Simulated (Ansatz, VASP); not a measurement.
## Sn, level by level in two programs

```
CELL_PARAMETERS angstrom
-1.71495 1.76363 2.32265
1.71495 -1.76363 2.32265
1.71495 1.76363 -2.32265
ATOMIC_POSITIONS crystal
Sn 0.00000 0.00000 0.00000
```

Single points on this cell with VASP 6.6.1 and Ansatz 0.2.0. Each row is one pair of runs. Alike in all rows: spin: off; smearing: fermi-dirac, width 0.05 eV.

| level | k mesh | VASP's potentials, cutoff | Ansatz's potentials, cutoff | gap on the k mesh at the Fermi level (eV), VASP | gap on the k mesh at the Fermi level (eV), Ansatz | pressure (GPa), VASP | pressure (GPa), Ansatz |
| --- | --- | --- | --- | --- | --- | --- | --- |
| LDA | 11 × 11 × 11 | VASP PAW LDA potentials, release 64 (Sn_d), 520 eV | Ansatz PAW, 420 eV | none | none | -4.1 | -4.0 |
| r2SCAN | 11 × 11 × 11 | VASP PAW PBE potentials, release 64 (Sn_d), 520 eV | Ansatz PAW, 500 eV | none | none | -1.3 | -1.3 |
| HSE06 | 6 × 6 × 6 | VASP PAW PBE potentials, release 64 (Sn_d), 520 eV | Ansatz PAW, 420 eV | none | none | -0.6 | -0.5 |

Pressure (GPa): the two programs differ by at most 0.04.

A gap of «none» marks a metal or a gap that the smearing closes.

The k mesh is coarse in some rows, so the values compare programs but aren't converged.
